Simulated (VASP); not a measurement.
# Te2Mo (P4/mmm) in VASP: further runs, part 2 of 2

VASP 6.6.1. Earlier steps stand in the parts before.

## Step 3: Single point, PBE

This run uses another cell than the first one, of 39.66 Å³/atom, 1.185 times its volume.

INCAR reads:

```
SYSTEM = Te2Mo
  PREC = Accurate
  ENCUT = 520
  EDIFF = 1E-6
  ISMEAR = 0
  SIGMA = 0.1
  LREAL = .FALSE.
  LASPH = .TRUE.
  NELM = 60
  ALGO = Normal
  ISIF = 2
  LWAVE = .FALSE.
  LCHARG = .TRUE.
  GGA = PE
  LELF = .TRUE.
  LVHAR = .TRUE.
  NBANDS = 35
```

KPOINTS reads:

```
Automatic mesh
0
G
  4 4 4
  0 0 0
```

POSCAR reads:

```
Te2Mo
1.0
    7.0280374873      0.0000000000      0.0000000000
    0.0000000000      7.0280374873      0.0000000000
    0.0000000000      0.0000000000      4.8182594057
Te Mo
4 2
Direct
    0.2898033768      0.0000000000      0.0000000000
    0.7101966232      0.0000000000      0.0000000000
    0.0000000000      0.7101966232      0.0000000000
    0.0000000000      0.2898033768      0.0000000000
    0.5000000000      0.5000000000      0.3020112612
    0.5000000000      0.5000000000      0.6979887388
```

Potentials or basis: VASP PAW PBE potentials, release 64 (Te, Mo_sv).

Run with:

```console
> cat potpaw_PBE.64/Te/POTCAR potpaw_PBE.64/Mo_sv/POTCAR > POTCAR
> mpirun -np 1 vasp_std > vasp.out
```

OUTCAR:

```text
SYSTEM = Te2Mo
   PREC = Accurate
   ENCUT = 520
   EDIFF = 1E-6
   ISMEAR = 0
   LREAL = .FALSE.
   LASPH = .TRUE.
   NELM = 60
   ISIF = 2
   GGA = PE

 ion  position               nearest neighbor table
   1  0.290  0.000  0.000-   3 2.88   4 2.88   2 2.95
   2  0.710  0.000  0.000-   3 2.88   4 2.88   1 2.95
   3  0.000  0.710  0.000-   1 2.88   2 2.88   4 2.95
   4  0.000  0.290  0.000-   1 2.88   2 2.88   3 2.95
   5  0.500  0.500  0.302-   6 1.91   6 2.91
   6  0.500  0.500  0.698-   5 1.91   5 2.91

  LATTYP: Found a simple tetragonal cell.
 ALAT       =     7.0280374873
 C/A-ratio  =     0.6855767936

  Lattice vectors:

 A1 = (   7.0280374873,   0.0000000000,   0.0000000000)
 A2 = (   0.0000000000,   7.0280374873,   0.0000000000)
 A3 = (   0.0000000000,   0.0000000000,   4.8182594057)

Analysis of symmetry for initial positions (statically):
=====================================================================
 Subroutine PRICEL returns:
 Original cell was already a primitive cell.

[... 171 lines left out ...]
 E-fermi :   3.7070     XC(G=0):  -8.1979

 val. band max:        3.7026604540   @ k =   0.5000   0.5000   0.2500
 cond. band min:       3.7107854276   @ k =   0.2500   0.0000   0.0000
 fundamental gap:      0.0081249735
 Fermi energy:         3.7069593380

 k-point     1 :       0.0000    0.0000    0.0000
  band No.  band energies     occupation
      1     -58.2202      2.00000
      2     -56.4703      2.00000
      3     -34.7130      2.00000
      4     -31.8080      2.00000
      5     -31.8080      2.00000
      6     -30.7295      2.00000
[... 673 lines left out ...]
     34       5.4919      0.00000
     35       6.0238      0.00000

------------------------ aborting loop because EDIFF is reached ----------------------------------------

  FORCE on cell =-STRESS in cart. coord.  units (eV):
  Direction    XX          YY          ZZ          XY          YZ          ZX
  --------------------------------------------------------------------------------------
  -------------------------------------------------------------------------------------
  Total        0.2528084      0.2528084      1.8751196      0.0000000      0.0000000      0.0000000
  in kB        1.7019380      1.7019380     12.6235421      0.0000000      0.0000000      0.0000000
  external PRESSURE =       5.3424727 kB  Pullay stress =       0.0000000 kB

 VOLUME and BASIS-vectors are now :
 -----------------------------------------------------------------------------
  energy-cutoff  :      520.00
  volume of cell :      237.99
      direct lattice vectors                 reciprocal lattice vectors
     7.028037487  0.000000000  0.000000000     0.142287232  0.000000000  0.000000000
     0.000000000  7.028037487  0.000000000     0.000000000  0.142287232  0.000000000
     0.000000000  0.000000000  4.818259406     0.000000000  0.000000000  0.207543828

 POSITION                                       TOTAL-FORCE (eV/Angst)
 -----------------------------------------------------------------------------------
      2.03675      0.00000      0.00000         0.001963      0.000000     -0.000000
      4.99129      0.00000      0.00000        -0.001963     -0.000000      0.000000
      0.00000      4.99129      0.00000         0.000000     -0.001963     -0.000000
      0.00000      2.03675      0.00000         0.000000      0.001963      0.000000
      3.51402      3.51402      1.45517         0.000000     -0.000000     -1.015275
      3.51402      3.51402      3.36309         0.000000      0.000000      1.015275
 -----------------------------------------------------------------------------------
    total drift:                                0.000000      0.000000     -0.000000

  FREE ENERGIE OF THE ION-ELECTRON SYSTEM (eV)
  ---------------------------------------------------
  free  energy   TOTEN  =       -26.6262502681 eV

  energy  without entropy=      -26.5977730482  energy(sigma->0) =      -26.61201166
```

OSZICAR:

```text
N       E                     dE             d eps       ncg     rms          rms(c)
DAV:   1     0.349899894168E+03    0.34990E+03   -0.25910E+04  1556   0.125E+03
DAV:   2    -0.268579875975E+01   -0.35259E+03   -0.33946E+03  1581   0.274E+02
DAV:   3    -0.267080012805E+02   -0.24022E+02   -0.23410E+02  1578   0.596E+01
DAV:   4    -0.274893029809E+02   -0.78130E+00   -0.77310E+00  1586   0.103E+01
DAV:   5    -0.275127864935E+02   -0.23484E-01   -0.23468E-01  1745   0.179E+00    0.327E+01
DAV:   6    -0.267501740828E+02    0.76261E+00   -0.15718E+00  1378   0.693E+00    0.185E+01
DAV:   7    -0.266418664920E+02    0.10831E+00   -0.94684E-01  1377   0.490E+00    0.178E+00
DAV:   8    -0.266264908371E+02    0.15376E-01   -0.96241E-02  1435   0.193E+00    0.738E-01
DAV:   9    -0.266263346003E+02    0.15624E-03   -0.72165E-03  1489   0.427E-01    0.262E-01
DAV:  10    -0.266262487646E+02    0.85836E-04   -0.11131E-03  1422   0.239E-01    0.964E-02
DAV:  11    -0.266262461651E+02    0.25994E-05   -0.11650E-04  1473   0.614E-02    0.232E-02
DAV:  12    -0.266262503161E+02   -0.41510E-05   -0.12606E-05  1467   0.190E-02    0.546E-03
DAV:  13    -0.266262502681E+02    0.48011E-07   -0.20414E-06  1215   0.721E-03
   1 F= -.26626250E+02 E0= -.26612012E+02  d E =-.284772E-01
```

stdout:

```text
POSCAR found type information on POSCAR TeMo
 POSCAR found :  2 types and       6 ions
 scaLAPACK will be used
 LDA part: xc-table for (Slater+PW92), standard interpolation
 POSCAR, INCAR and KPOINTS ok, starting setup
 FFT: planning ... GRIDC
 FFT: planning ... GRID_SOFT
 FFT: planning ... GRID
 WAVECAR not read
 entering main loop
```

It took 2.1 min on 1 thread of Intel Xeon Platinum 8488C (Sapphire Rapids), shared host; peak memory 0.38 GiB.

Results:

- Free energy: -26.6263 eV
- Pressure: 0.5 GPa
- Largest force: 1.015 eV/Å
- Band gap on the k mesh: zero (band 26 reaches 4.08 eV, above the bottom of band 27 at 3.49 eV)

Forces on the atoms (eV/Å):
```
Te   0.002  0.000  0.000
Te  -0.002  0.000  0.000
Te   0.000 -0.002  0.000
Te   0.000  0.002  0.000
Mo   0.000  0.000 -1.015
Mo   0.000  0.000  1.015
```

Levels at points of the mesh, in eV from the Fermi level:
```
           k point  band 23  band 24  band 25  band 26  band 27  band 28  band 29  band 30
(0.00, 0.00, 0.00)    -0.96    -0.66    -0.50    -0.50     0.26     0.92     0.92     1.19
(0.50, 0.00, 0.00)    -1.17    -0.87    -0.54     0.27     0.83     0.95     1.24     1.31
(0.50, 0.50, 0.00)    -1.62    -0.98    -0.67     0.02     0.02     0.77     1.03     1.21
(0.00, 0.00, 0.50)    -1.33    -1.05    -0.47    -0.04     0.02     0.58     0.58     1.02
(0.50, 0.00, 0.50)    -1.26    -0.90    -0.61    -0.54     0.62     0.64     0.77     0.88
(0.50, 0.50, 0.50)    -1.02    -0.84    -0.49    -0.22    -0.22     0.39     0.61     0.89
```

Caveat: spin-orbit coupling is left out, which moves the levels of the heavy elements; forces of over 1 eV/Å act on the atoms, so gaps and moduli don't describe the material at rest.
